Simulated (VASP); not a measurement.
The system is B3Ir.

```
CELL_PARAMETERS angstrom
4.29352 0.00000 0.00000
-2.14676 3.71830 0.00000
0.00000 0.00000 4.97868
ATOMIC_POSITIONS crystal
B 0.79860 0.59719 0.25000
B 0.20140 0.79860 0.75000
B 0.40281 0.20140 0.25000
B 0.20140 0.40281 0.75000
B 0.79860 0.20140 0.25000
B 0.59719 0.79860 0.75000
Ir 0.33333 0.66667 0.25000
Ir 0.66667 0.33333 0.75000
```

Base run:

- Program: VASP 6.6.1
- Functional: PBE
- Potentials or basis: VASP PAW PBE potentials, release 64 (B, Ir)
- Cutoff: 520 eV
- k mesh: 6 × 6 × 6
- Occupations: gaussian, width 0.1 eV
- Spin: no spin polarisation

Its results: band gap on the k mesh zero (band 18 reaches 7.02 eV, above the bottom of band 19 at 6.48 eV); pressure 0.6 GPa; largest force 0.013 eV/Å.

Task: The run is repeated on the same cell with these changes: potentials or basis from VASP PAW PBE potentials, release 64 (B, Ir) to VASP PAW PBE potentials, release 64 (B, Ir_sv_GW); cutoff from 520 eV to 500 eV; further incar settings from ALGO = Normal; EDIFF = 1e-06; NBANDS = 28 to ALGO = Normal; EDIFF = 1e-06; NBANDS = 36; valence electrons from 36 to 52. What comes out?

Result: Band gap on the k mesh zero (band 26 reaches 7.90 eV, above the bottom of band 27 at 7.37 eV); pressure -1.1 GPa; largest force 0.022 eV/Å.

Caveats: spin-orbit coupling is left out, which moves the levels of the heavy elements.
